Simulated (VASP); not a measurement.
Write the native input for VASP 6.6.1 that does the following.

```yaml
Task: single point
Functional: PBE
Potentials_or_basis: VASP PAW PBE potentials, release 64 (Br)
Cutoff: 520 eV
k_mesh: 7 × 7 × 3
Occupations: fermi-dirac, width 0.05 eV
Spin: no spin polarisation
Dipole_correction: no
Further_INCAR_settings: ALGO = Normal; EDIFF = 1e-07; NBANDS = 22
```

The structure of Br lies in POSCAR:

```
Br
1.0
    3.2945929801     -2.2751377168      0.0000000000
    3.2945929801      2.2751377168      0.0000000000
    0.0000000000      0.0000000000      8.5246521939
Br
4
Direct
    0.3651000000      0.6349000000      0.3901000000
    0.1349000000      0.8651000000      0.8901000000
    0.6349000000      0.3651000000      0.6099000000
    0.8651000000      0.1349000000      0.1099000000
```

One way to write it, as run:

INCAR

```
PREC = Accurate
ENCUT = 520
EDIFF = 1E-7
ISMEAR = -1
SIGMA = 0.05
LREAL = F
LASPH = T
NELM = 100
ALGO = Normal
ISIF = 2
LWAVE = F
LCHARG = F
GGA = PE
NBANDS = 22
```

KPOINTS

```
regular mesh
0
Gamma
  7 7 3
```

Potentials or basis: VASP PAW PBE potentials, release 64 (Br).

Command:

```sh
$ cat potpaw_PBE.64/Br/POTCAR > POTCAR
$ mpirun -np 1 vasp_std > vasp.out
```

It gave:

- Pressure: 4.1 GPa
- Largest force: 1.664 eV/Å
- Band gap on the k mesh: 2.10 eV (least direct gap 2.12 eV)

Caveat: the stress differs along the axes, from 2 to 7 GPa; this functional lacks dispersion, which holds the molecules together, so the pressure and a relaxed volume are unreliable; forces of over 1 eV/Å act on the atoms, so gaps and moduli don't describe the material at rest.

It took 2.8 min on 1 thread of Oxide Virtual Turin-like Processor, on a shared host, peak memory 0.21 GiB.
